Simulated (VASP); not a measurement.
Runs of VASP 6.6.1 on H. The structure is orthorhombic, space group Cmce (No. 64). The conventional cell has a = 5.247 Å, b = 5.134 Å, c = 4.142 Å, α = 90.00°, β = 90.00°, γ = 90.00°. H (site symmetry m) has 1 H at 0.74 Å within 1.0 Å. 

```csv
level,potentials or basis,gap on the mesh (eV),pressure (GPa),largest force (eV/Å)
r2SCAN,"VASP PAW PBE potentials, release 64 (H)",10.10,-0.2,(b)
LDA,"VASP PAW LDA potentials, release 64 (H)",8.69,0.6,0.92
PBEsol,"VASP PAW PBE potentials, release 64 (H)",9.14,0.7,(c)
PBE,"VASP PAW PBE potentials, release 64 (H)",(d),0.3,(a)
```

Alike in all rows: task single point; no spin polarisation; cell as given; k mesh 6 × 6 × 6; cutoff (eV) 520; smearing gaussian 0.02 eV.

Task: Fill in the values left out.

Result: (a) 0.26; (b) 0.03; (c) 0.57; (d) 9.27.

Caveats: the PAW data sets were made with another functional, which shifts forces and pressure a little (some runs).

A k mesh can miss the band edges.
